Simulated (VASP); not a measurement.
# K2H (I4/mmm) in VASP: notebook

The runs below take K2H through single point, relaxation of cell and atoms, with PBE.

All numbers are computed with VASP 6.6.1; they aren't measurements. Logs are shortened: lines on timing, memory, paths and dates and some standing lists are left out, and cuts for length are marked.

### 1 The cell of the first run

The structure is tetragonal, space group I4/mmm (No. 139). Conventional cell: a = 3.719 Å, b = 3.719 Å, c = 14.923 Å, α = 90.00°, β = 90.00°, γ = 90.00°. K (site symmetry 4mm) has 4 H at 3.14 Å and 5 K at 3.44 to 3.72 Å within 4.1 Å. Within 4.1 Å of H (site symmetry 4/mmm) lie 8 K at 3.14 Å and 4 H at 3.72 Å.

### 2 Single point, PBE

Input file INCAR:

```
SYSTEM = K2H
PREC = Accurate ; ENCUT = 520
EDIFF = 1E-6 ; ISMEAR = 0
SIGMA = 0.1 ; LREAL = .FALSE.
LASPH = .TRUE. ; NELM = 80
ALGO = Normal ; ISIF = 2
LWAVE = .FALSE. ; LCHARG = .TRUE.
GGA = PE ; LELF = .TRUE.
LVHAR = .TRUE. ; NBANDS = 16
```

Input file KPOINTS:

```
regular mesh
0
G
  6 6 6
  0 0 0
```

Input file POSCAR:

```
K2H
1.0
   -1.8596630974      1.8596630974      7.4617326825
    1.8596630974     -1.8596630974      7.4617326825
    1.8596630974      1.8596630974     -7.4617326825
K H
2 1
Direct
    0.6150908821      0.6150908821      0.0000000000
    0.3849091179      0.3849091179      0.0000000000
    0.0000000000      0.0000000000      0.0000000000
```

Potentials or basis: VASP PAW PBE potentials, release 64 (K_sv, H).

The run is started by

```
cat potpaw_PBE.64/K_sv/POTCAR potpaw_PBE.64/H/POTCAR > POTCAR
mpirun -np 1 vasp_std > vasp.out
```

OUTCAR:

```text
SYSTEM = K2H
   PREC = Accurate
   ENCUT = 520
   EDIFF = 1E-6
   ISMEAR = 0
   LREAL = .FALSE.
   LASPH = .TRUE.
   NELM = 80
   ISIF = 2
   GGA = PE

 ion  position               nearest neighbor table
   1  0.615  0.615  0.000-   2 3.44
   2  0.385  0.385  0.000-   1 3.44
   3  0.000  0.000  0.000-

  LATTYP: Found a body centered tetragonal cell.
 ALAT       =     3.7193261948
 C/A-ratio  =     4.0124110076

  Lattice vectors:

 A1 = (  -1.8596630974,   1.8596630974,   7.4617326825)
 A2 = (   1.8596630974,  -1.8596630974,   7.4617326825)
 A3 = (   1.8596630974,   1.8596630974,  -7.4617326825)

Analysis of symmetry for initial positions (statically):
=====================================================================
 Subroutine PRICEL returns:
 Original cell was already a primitive cell.

 Routine SETGRP: Setting up the symmetry group for a
 body centered tetragonal supercell.

 Subroutine GETGRP returns: Found 16 space group operations
 (whereof 16 operations were pure point group operations)
 out of a pool of 16 trial point group operations.

The static configuration has the point symmetry D_4h.

Analysis of symmetry for dynamics (positions and initial velocities):
=====================================================================
 Subroutine PRICEL returns:
 Original cell was already a primitive cell.

 Routine SETGRP: Setting up the symmetry group for a
 body centered tetragonal supercell.

 Subroutine GETGRP returns: Found 16 space group operations
 (whereof 16 operations were pure point group operations)
 out of a pool of 16 trial point group operations.

The dynamic configuration has the point symmetry D_4h.

 Subroutine INISYM returns: Found 16 space group operations
 (whereof 16 operations are pure point group operations),
 and found     1 'primitive' translations

----------------------------------------------------------------------------------------

                                     Primitive cell

  volume of cell :     103.2210

  direct lattice vectors                    reciprocal lattice vectors
    -1.859663097  1.859663097  7.461732683     0.000000000  0.268865904  0.067008565
     1.859663097 -1.859663097  7.461732683     0.268865904  0.000000000  0.067008565
     1.859663097  1.859663097 -7.461732683     0.268865904  0.268865904  0.000000000

  length of vectors
     7.911646371  7.911646371  7.911646371     0.277090278  0.277090278  0.380233808

  position of ions in fractional coordinates (direct lattice)
     0.615090882  0.615090882  0.000000000
     0.384909118  0.384909118  0.000000000
     0.000000000  0.000000000  0.000000000

  ion indices of the primitive-cell ions
   primitive index   ion index
                 1           1
                 2           2
                 3           3

----------------------------------------------------------------------------------------

 KPOINTS: regular mesh

Automatic generation of k-mesh.
 Grid dimensions read from file:
 generate k-points for:    6    6    6

 Generating k-lattice:

  Cartesian coordinates                     Fractional coordinates (reciprocal lattice)
     0.000000000  0.044810984  0.011168094     0.166666667  0.000000000 -0.000000000
     0.044810984  0.000000000  0.011168094     0.000000000  0.166666667 -0.000000000
     0.044810984  0.044810984  0.000000000     0.000000000  0.000000000  0.166666667

  Length of vectors
     0.046181713  0.046181713  0.063372301

  Shift w.r.t. Gamma in fractional coordinates (k-lattice)
     0.000000000  0.000000000  0.000000000

 Subroutine IBZKPT returns following result:
 ===========================================

 Found     30 irreducible k-points:

 Following reciprocal coordinates:
            Coordinates               Weight
  0.000000  0.000000  0.000000      1.000000
  0.166667  0.000000 -0.000000      8.000000
  0.333333  0.000000 -0.000000      8.000000
  0.500000  0.000000 -0.000000      4.000000
  0.166667  0.166667 -0.000000      8.000000
  0.333333  0.166667 -0.000000     16.000000
[... 16 lines left out ...]
 -0.333333 -0.333333  0.166667      8.000000
 -0.166667 -0.333333  0.166667      8.000000
 [... further k-points ...]
   k-points           NKPTS =     30   k-points in BZ     NKDIM =     30   number of bands    NBANDS=     16
   number of dos      NEDOS =    301   number of ions     NIONS =      3
   total plane-waves  NPLWV = 216000
   dimension x,y,z NGX =    60 NGY =   60 NGZ =   60
   dimension x,y,z NGXF=   120 NGYF=  120 NGZF=  120
   ions per type =               2   1
   NGX,Y,Z   is equivalent  to a cutoff of  12.61, 12.61, 12.61 a.u.
   NGXF,Y,Z  is equivalent  to a cutoff of  25.22, 25.22, 25.22 a.u.
 SYSTEM =  K2H
   PREC   = accura    normal or accurate (medium, high low for compatibility)
   ISTART =      0    job   : 0-new  1-cont  2-samecut
   ICHARG =      2    charge: 1-file 2-atom 10-const
   ISPIN  =      1    spin polarized calculation?
   LNONCOLLINEAR =      F non collinear calculations
   LSORBIT =      F    spin-orbit coupling
   LASPH  =      T    aspherical Exc in radial PAW
   ENCUT  =  520.0 eV  38.22 Ry    6.18 a.u.  14.71 14.71 14.71*2*pi/ulx,y,z
   NELM   =     80;   NELMIN=  2; NELMDL= -5     # of ELM steps
   EDIFF  = 0.1E-05   stopping-criterion for ELM
   LREAL  =      F    real-space projection
   EDIFFG = 0.1E-04   stopping-criterion for IOM
   NSW    =      0    number of steps for IOM
   IBRION =     -1    ionic relax: 0-MD 1-quasi-New 2-CG
   NFREE  =      0    steps in history (QN), initial steepest desc. (CG)
   ISIF   =      2    stress and relaxation
   ISYM   =      2    0-nonsym 1-usesym 2-fastsym
   POTIM  = 0.5000    time-step for ionic-motion
   TEBEG  =    0.0;   TEEND  =   0.0 temperature during run
   PSTRESS=    0.0 pullay stress
   NELECT =      19.0000    total number of electrons
   NUPDOWN=      -1.0000    fix difference up-down
   EMIN   =  10.00;   EMAX   =-10.00  energy-range for DOS
   EFERMI =   0.00;   METHOD = LEGACY
   ISMEAR =     0;   SIGMA  =   0.10  broadening in eV -4-tet -1-fermi 0-gaus
   EFERMI_NEDOS =   21; number of points for ismear=-14 and -15
   IALGO  =     38    algorithm
   IMIX   =      4    mixing-type and parameters
     AMIX     =   0.40;   BMIX     =  1.00
     AMIX_MAG =   1.60;   BMIX_MAG =  1.00
  volume/ion in A,a.u.               =      34.41       232.19
  Fermi-wavevector in a.u.,A,eV,Ry     =   0.931258  1.759822 11.799533  0.867241
  Thomas-Fermi vector in A             =   2.057732
   LORBIT       =      0    0 simple, 1 ext, 2 COOP (PROOUT), +10 PAW based schemes
   GGA     = PE    functional components
   LHFCALC =     F    Hartree Fock is set to
   AEXX    =    0.0000 exact exchange contribution
   IVDW    =     0    specifies the selected vdW correction
   LEPSILON=     F    determine dielectric tensor
   LRPA    =     F    only Hartree local field effects (RPA)
 non-spin polarized calculation
 Gauss-broadening in eV      SIGMA  =   0.10
  energy-cutoff  :      520.00
  volume of cell :      103.22
 maximum number of plane-waves:      2799
   NGX = 29   NGY = 29   NGZ = 29

 number of electron      19.0000001 magnetization

 Free energy of the ion-electron system (eV)
  ---------------------------------------------------
  ext. energy  EPLUGINS =         0.00000000
  ---------------------------------------------------
  free energy    TOTEN  =        -5.40338890 eV

  energy without entropy =       -5.39349423  energy(sigma->0) =       -5.39844156

 E-fermi :   0.7358     XC(G=0):  -6.7374

 val. band max:        0.7066978096   @ k =   0.3333   0.1667  -0.0000
 cond. band min:       0.7642229944   @ k =  -0.3333   0.1667   0.0000
 fundamental gap:      0.0575251848
 Fermi energy:         0.7357904434

 k-point     1 :       0.0000    0.0000    0.0000
  band No.  band energies     occupation
      1     -31.4808      2.00000
      2     -31.4481      2.00000
      3     -15.1247      2.00000
      4     -14.8206      2.00000
      5     -14.8206      2.00000
      6     -14.7938      2.00000
[... 8 lines left out ...]
     15       6.3497      0.00000
     16       6.4374      0.00000

 k-point     2 :       0.1667    0.0000   -0.0000
  band No.  band energies     occupation
      1     -31.4741      2.00000
      2     -31.4421      2.00000
      3     -15.1081      2.00000
      4     -14.9040      2.00000
      5     -14.8702      2.00000
      6     -14.8140      2.00000
[... 8 lines left out ...]
     15       5.6887      0.00000
     16       6.1694      0.00000

 k-point     3 :       0.3333    0.0000   -0.0000
  band No.  band energies     occupation
      1     -31.4608      2.00000
      2     -31.4301      2.00000
      3     -15.0754      2.00000
      4     -15.0652      2.00000
      5     -15.0182      2.00000
      6     -14.8006      2.00000
[... 8 lines left out ...]
     15       5.4549      0.00000
     16       6.3149      0.00000

 k-point     4 :       0.5000    0.0000   -0.0000
  band No.  band energies     occupation
      1     -31.4541      2.00000
      2     -31.4241      2.00000
      3     -15.1437      2.00000
      4     -15.0942      2.00000
      5     -15.0546      2.00000
      6     -14.7938      2.00000
[... 8 lines left out ...]
     15       5.1023      0.00000
     16       5.9966      0.00000
[... 324 lines left out ...]
 k-point    22 :      -0.1667    0.5000    0.1667
  band No.  band energies     occupation
      1     -31.4604      2.00000
      2     -31.4305      2.00000
      3     -15.0758      2.00000
      4     -15.0569      2.00000
      5     -15.0174      2.00000
      6     -14.8016      2.00000
[... 8 lines left out ...]
     15       5.1002      0.00000
     16       6.1077      0.00000

 k-point    23 :      -0.3333   -0.3333    0.1667
  band No.  band energies     occupation
      1     -31.4668      2.00000
      2     -31.4369      2.00000
      3     -15.0771      2.00000
      4     -14.9020      2.00000
      5     -14.8923      2.00000
      6     -14.8659      2.00000
[... 8 lines left out ...]
     15       4.6583      0.00000
     16       5.2548      0.00000

 k-point    24 :      -0.1667   -0.3333    0.1667
  band No.  band energies     occupation
      1     -31.4735      2.00000
      2     -31.4427      2.00000
      3     -15.0956      2.00000
      4     -14.9055      2.00000
      5     -14.8689      2.00000
      6     -14.8156      2.00000
[... 8 lines left out ...]
     15       5.2322      0.00000
     16       5.9368      0.00000

 [... further k-points ...]

------------------------ aborting loop because EDIFF is reached ----------------------------------------

  FORCE on cell =-STRESS in cart. coord.  units (eV):
  Direction    XX          YY          ZZ          XY          YZ          ZX
  --------------------------------------------------------------------------------------
  -------------------------------------------------------------------------------------
  Total       -0.0092302     -0.0092302     -0.0032126      0.0000000     -0.0000000      0.0000000
  in kB       -0.1432693     -0.1432693     -0.0498653      0.0000000     -0.0000000      0.0000000
  external PRESSURE =      -0.1121346 kB  Pullay stress =       0.0000000 kB

 VOLUME and BASIS-vectors are now :
 -----------------------------------------------------------------------------
  energy-cutoff  :      520.00
  volume of cell :      103.22
      direct lattice vectors                 reciprocal lattice vectors
    -1.859663097  1.859663097  7.461732683     0.000000000  0.268865904  0.067008565
     1.859663097 -1.859663097  7.461732683     0.268865904  0.000000000  0.067008565
     1.859663097  1.859663097 -7.461732683     0.268865904  0.268865904  0.000000000

 POSITION                                       TOTAL-FORCE (eV/Angst)
 -----------------------------------------------------------------------------------
      0.00000      0.00000      9.17929         0.000000      0.000000      0.003813
      0.00000      0.00000      5.74418        -0.000000     -0.000000     -0.003813
      0.00000      0.00000      0.00000        -0.000000     -0.000000      0.000000
 -----------------------------------------------------------------------------------
    total drift:                               -0.000000      0.000000     -0.000000

  FREE ENERGIE OF THE ION-ELECTRON SYSTEM (eV)
  ---------------------------------------------------
  free  energy   TOTEN  =        -5.4033888967 eV

  energy  without entropy=       -5.3934942278  energy(sigma->0) =       -5.39844156
```

Wall time 2.5 min (1 thread of Intel Xeon Platinum 8559C (Emerald Rapids), shared host); peak memory 0.46 GiB.

Results:

* Free energy: -5.4034 eV
* Pressure: 0.0 GPa
* Largest force: 0.004 eV/Å
* Band gap on the k mesh: zero (an odd number of electrons rules out a gap without spin polarisation)

Forces on the atoms (eV/Å):
```
K    0.000  0.000  0.004
K    0.000  0.000 -0.004
H    0.000  0.000  0.000
```

Levels at points of the mesh, in eV from the Fermi level:
```tsv
k point	band 6	band 7	band 8	band 9	band 10	band 11	band 12	band 13	band 14	band 15
(0.00, 0.00, 0.00)	-15.53	-15.53	-15.52	-4.10	-0.81	0.24	3.29	3.48	3.55	5.61
(0.50, 0.00, 0.00)	-15.53	-15.51	-15.50	-2.95	0.45	0.97	1.80	3.09	4.11	4.37
(0.50, 0.50, 0.00)	-15.78	-15.75	-15.48	-2.48	1.76	2.25	2.53	2.80	2.92	3.31
(0.50, 0.50, 0.50)	-15.56	-15.53	-15.53	-3.96	-1.59	1.99	2.54	3.07	3.85	4.49
```

### 3 Relaxation of cell and atoms, PBE

This run uses another cell than the first one, of 27.86 Å³/atom.

Input file INCAR:

```
SYSTEM = K2H
ALGO = Normal
EDIFF = 1E-6
EDIFFG = -0.04
ENCUT = 600
GGA = PE
IBRION = 2
ISIF = 3
ISMEAR = 0
LASPH = .True.
LCHARG = .False.
LREAL = .False.
LWAVE = .False.
NELM = 60
NSW = 90
PREC = Accurate
SIGMA = 0.1
```

Input file KPOINTS:

```
k-points
0
Gamma
  6 6 6
  0 0 0
```

Input file POSCAR:

```
K2H
1.0
   -2.3355422989      2.3355422989      3.8305295288
    2.3355422989     -2.3355422989      3.8305295288
    2.3355422989      2.3355422989     -3.8305295288
K H
2 1
Direct
    0.5930000000      0.5930000000      0.0000000000
    0.4070000000      0.4070000000      0.0000000000
    0.0000000000      0.0000000000      0.0000000000
```

Potentials or basis: VASP PAW PBE potentials, release 64 (K_sv, H).

The run is started by

```
cat potpaw_PBE.64/K_sv/POTCAR potpaw_PBE.64/H/POTCAR > POTCAR
mpirun -np 1 vasp_std > vasp.out
```

OUTCAR:

```text
SYSTEM = K2H
   EDIFF = 1E-6
   EDIFFG = -0.04
   ENCUT = 600
   GGA = PE
   IBRION = 2
   ISIF = 3
   ISMEAR = 0
   LASPH = .True.
   LREAL = .False.
   NELM = 60
   NSW = 90
   PREC = Accurate

 ion  position               nearest neighbor table
   1  0.593  0.593  0.000-   2 1.42
   2  0.407  0.407  0.000-   1 1.42
   3  0.000  0.000  0.000-

 -----------------------------------------------------------------------------
|                                                                             |
|           W    W    AA    RRRRR   N    N  II  N    N   GGGG   !!!           |
|           W    W   A  A   R    R  NN   N  II  NN   N  G    G  !!!           |
|           W    W  A    A  R    R  N N  N  II  N N  N  G       !!!           |
|           W WW W  AAAAAA  RRRRR   N  N N  II  N  N N  G  GGG   !            |
|           WW  WW  A    A  R   R   N   NN  II  N   NN  G    G                |
|           W    W  A    A  R    R  N    N  II  N    N   GGGG   !!!           |
|                                                                             |
[... 771 lines left out ...]
--------------------------------------- Ionic step       28  -------------------------------------------

 number of electron      19.0000000 magnetization

 Free energy of the ion-electron system (eV)
  ---------------------------------------------------
  ext. energy  EPLUGINS =         0.00000000
  ---------------------------------------------------
  free energy    TOTEN  =        -4.65314663 eV

  energy without entropy =       -4.64567878  energy(sigma->0) =       -4.64941271

 E-fermi :  -0.9196     XC(G=0):  -4.9301

 val. band max:       -0.9566957269   @ k =  -0.1667   0.1667   0.1667
 cond. band min:      -0.8575765668   @ k =  -0.3333   0.1667   0.0000
 fundamental gap:      0.0991191601
 Fermi energy:        -0.9195696294

 k-point     1 :       0.0000    0.0000    0.0000
  band No.  band energies     occupation
      1     -32.4860      2.00000
      2     -32.4797      2.00000
      3     -16.0336      2.00000
      4     -16.0336      2.00000
      5     -16.0114      2.00000
      6     -16.0114      2.00000
      7     -15.9205      2.00000
      8     -15.8301      2.00000
      9      -3.0648      2.00000
     10      -1.3701      2.00000
     11       0.5121      0.00000
     12       1.9273      0.00000
     13       2.6445      0.00000
[... 398 lines left out ...]
  FREE ENERGIE OF THE ION-ELECTRON SYSTEM (eV)
  ---------------------------------------------------
  free  energy   TOTEN  =        -4.6531466293 eV

  energy  without entropy=       -4.6456787841  energy(sigma->0) =       -4.64941271

 reached required accuracy - stopping structural energy minimisation
```

OSZICAR:

```text
N       E                     dE             d eps       ncg     rms          rms(c)
DAV:   1     0.169737134541E+03    0.16974E+03   -0.92880E+03   780   0.135E+03
DAV:   2     0.367911637763E+02   -0.13295E+03   -0.13041E+03   976   0.375E+02
DAV:   3     0.255999824695E+02   -0.11191E+02   -0.11128E+02  1476   0.787E+01
[... 318 lines left out ...]
DAV:   4    -0.465305537602E+01    0.53901E-04   -0.38072E-03  1200   0.265E-01    0.737E-02
DAV:   5    -0.465311515960E+01   -0.59784E-04   -0.37002E-04  1455   0.118E-01    0.405E-02
DAV:   6    -0.465314735501E+01   -0.32195E-04   -0.56427E-05  1460   0.368E-02    0.112E-02
DAV:   7    -0.465314619386E+01    0.11612E-05   -0.74653E-06  1210   0.158E-02    0.144E-03
DAV:   8    -0.465314662928E+01   -0.43542E-06   -0.64032E-07   600   0.373E-03
  28 F= -.46531466E+01 E0= -.46494127E+01  d E =-.815765E-03
```

Wall time 13 min (1 thread of Intel Xeon Platinum 8559C (Emerald Rapids), shared host); peak memory 0.26 GiB.

What came out:

| Item | Value |
| --- | --- |
| Free energy | -4.6531 eV |
| Relaxed volume | 60.32 Å³/atom |
| Relaxed cell | a = 8.176 Å, b = 8.176 Å, c = 8.176 Å, α = 144.77°, β = 144.77°, γ = 50.68° |
| Space group after relaxing (to 0.1 Å) | I4/mmm (No. 139) |
| Pressure after relaxing | 0.0 GPa |
| Largest force after relaxing | 0.007 eV/Å |
| Band gap on the k mesh | zero (an odd number of electrons rules out a gap without spin polarisation) |

Forces on the atoms (eV/Å):
```
K    0.000  0.000 -0.007
K    0.000  0.000  0.007
H    0.000  0.000  0.000
```

Stress tensor (GPa, compression positive):
```
0.02 0.00 0.00
0.00 0.02 0.00
0.00 0.00 0.10
```

Final structure:
```yaml
crystal:
  lattice:
    - [-2.47433, 2.47433, 7.38965]
    - [2.47433, -2.47433, 7.38965]
    - [2.47433, 2.47433, -7.38965]
  atoms:
    - { symbol: K, position: [0.15276, 0.15276, 0.00000] }
    - { symbol: K, position: [0.84724, 0.84724, 0.00000] }
    - { symbol: H, position: [0.00000, 0.00000, 0.00000] }
```

Levels at points of the mesh, in eV from the Fermi level:
```
           k point  band 8  band 9  band 10  band 11  band 12  band 13
(0.00, 0.00, 0.00)  -14.91   -2.15    -0.45     1.43     2.85     3.56
(0.50, 0.00, 0.00)  -14.92   -1.57     0.37     0.63     2.02     2.79
(0.50, 0.50, 0.00)  -14.93   -1.34     1.58     1.65     1.72     1.80
(0.50, 0.50, 0.50)  -14.95   -1.76    -1.09     1.23     2.72     4.21
```

Caveat: the volume moved by over 15 % at a fixed basis, so the end points are rough.

The gap in the log of VASP goes by the Fermi energy; the results here count the filled bands.